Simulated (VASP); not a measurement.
Here is a VASP 6.6.1 calculation.

The input INCAR:

```
  PREC = Accurate
  ENCUT = 520
  EDIFF = 1E-6
  ISMEAR = -1
  SIGMA = 0.1
  LREAL = F
  LASPH = T
  NELM = 80
  ALGO = Normal
  ISIF = 2
  LWAVE = F
  LCHARG = F
  GGA = PE
  NBANDS = 16
```

KPOINTS

```
regular mesh
0
Gamma
  14 14 14
```

The input POSCAR:

```
RhC
1.0
    0.0000000000      2.0813864178      2.0813864178
    2.0813864178      0.0000000000      2.0813864178
    2.0813864178      2.0813864178      0.0000000000
Rh C
1 1
Direct
    0.0000000000      0.0000000000      0.0000000000
    0.2500000000      0.2500000000      0.2500000000
```

Potentials or basis: VASP PAW PBE potentials, release 64 (Rh_pv, C).

Command:

```sh
$ cat potpaw_PBE.64/Rh_pv/POTCAR potpaw_PBE.64/C/POTCAR > POTCAR
$ mpirun -np 1 vasp_std > vasp.out
```

**Question.** What does it give for the band gap on the k mesh?

**Answer.** Zero (an odd number of electrons rules out a gap without spin polarisation).

**Question.** What does it give for the pressure?

**Answer.** 128.5 GPa.

Caveat: the cell stands under pressure.
